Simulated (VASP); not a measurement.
Input of a VASP 6.6.1 run:

File INCAR:

```
ALGO     = Normal         # electronic algorithm
EDIFF    = 1E-7           # SCF threshold, eV
EDIFFG   = -0.04          # ionic threshold
ENCUT    = 910            # plane-wave cutoff, eV
GGA      = PE             # functional
GGA_COMPAT= F            
IBRION   = 2              # ionic algorithm
ISIF     = 3              # what is computed and relaxed
ISMEAR   = 0              # smearing method
LASPH    = T              # aspherical terms in the spheres
LCHARG   = F              # write CHGCAR
LREAL    = F              # projectors in reciprocal space
LWAVE    = F              # write WAVECAR
NELM     = 120            # most SCF steps
NELMIN   = 4            
NSW      = 90             # ionic steps
PREC     = Accurate       # precision mode
SIGMA    = 0.1            # smearing width, eV
```

File KPOINTS:

```
k-points
0
Gamma
  8 8 4
```

Contents of POSCAR:

```
ZrF
1.0
    1.4702465500     -2.0800399700      0.0000000000
    1.4702465500      2.0800399700      0.0000000000
    0.0000000000      0.0000000000      4.1768328700
Zr F
1 1
Direct
    0.5000000000      0.5000000000      0.5000000000
    0.0000000000      0.0000000000      0.0000000000
```

Potentials or basis: VASP PAW PBE potentials, release 64 (Zr_sv, F_h).

Command:

```bash
$ cat potpaw_PBE.64/Zr_sv/POTCAR potpaw_PBE.64/F_h/POTCAR > POTCAR
$ mpirun -np 1 vasp_std > vasp.out
```

Task: What does it give for the relaxed volume?

Result: 14.32 Å³/atom.

Task: What does it give for the relaxed cell?

Result: a = 2.988 Å, b = 2.988 Å, c = 3.902 Å, α = 90.00°, β = 90.00°, γ = 124.70°.

Task: Estimate the space group after relaxing (to 0.1 Å).

Result: Cmmm (No. 65).

Task: Estimate the band gap on the k mesh.

Result: Zero (an odd number of electrons rules out a gap without spin polarisation).

Step by step:
| step | energy change (eV) | largest force (eV/Å) | pressure (GPa) | volume (Å³) |
| --- | --- | --- | --- | --- |
| 1 | 0.0000 | 0.0000 | 24.74 | 25.55 |
| 2 | -0.5166 | 0.0000 | -13.62 | 33.08 |
| 3 | -0.6914 | 0.0000 | -3.02 | 30.19 |
| 4 | -0.7964 | 0.0000 | -1.05 | 29.39 |
| 5 | -0.8451 | 0.0000 | 1.02 | 28.77 |
| 6 | -0.9006 | 0.0000 | 7.17 | 27.45 |
| 7 | -0.9051 | 0.0000 | -0.20 | 28.52 |
| 8 | -0.9228 | 0.0000 | 3.15 | 28.03 |
| 9 | -0.9381 | 0.0000 | 0.10 | 28.63 |
| 10 | -0.9383 | 0.0000 | -0.25 | 28.70 |
| 11 | -0.9383 | 0.0000 | -0.18 | 28.69 |
| 12 | -0.9384 | 0.0000 | 0.10 | 28.64 |

Caveat: the k points lie up to 0.40 Å⁻¹ apart in the final cell, too coarse for converged energies and pressures of a metal; the cutoff is under 1.25 times the usual one of these potentials, so pressure, stress and relaxed cells hold a basis-set (Pulay) error; a cell axis changed by over 15 % at a fixed basis, so the end point is rough; an odd number of electrons without spin polarisation forces a metal; a magnetic or distorted state may lie lower.
